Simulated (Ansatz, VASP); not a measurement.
BAs in VASP and in Ansatz

```
As B
1.0
     0.00000    2.43535    2.43535
     2.43535    0.00000    2.43535
     2.43535    2.43535    0.00000
As B
1 1
Direct
  0.75000 0.75000 0.75000
  0.00000 0.00000 0.00000
```

Alike in both runs: task single point; functional PBE0; k mesh 5 × 5 × 5; occupations fermi-dirac, width 0.05 eV; no spin polarisation.

|  | VASP | Ansatz |
| --- | --- | --- |
| version | VASP 6.6.1 | Ansatz 0.2.0 |
| potentials or method | VASP PAW PBE potentials, release 64 (As, B) | Ansatz PAW |
| plane-wave cutoff (eV) | 520 | 420 |
| valence electrons in the cell | 8 | 18 |

```tsv
	VASP	Ansatz	Ansatz less VASP
gap on the k mesh at the Fermi level (eV)	2.63	2.58	-0.047
least direct gap on the mesh (eV)	4.78	4.74	-0.040
pressure (GPa)	-8.1	-7.9	+0.21
```

VASP's potentials hold 8 valence electrons a cell and Ansatz's 18, so a difference there can come from the potentials and not from the codes.

The k mesh is coarse, so the values compare programs but aren't converged. Noted on Ansatz's run: odd divisions of the mesh miss points on the zone boundary, where band edges often lie, so the gap on the mesh can be too wide.
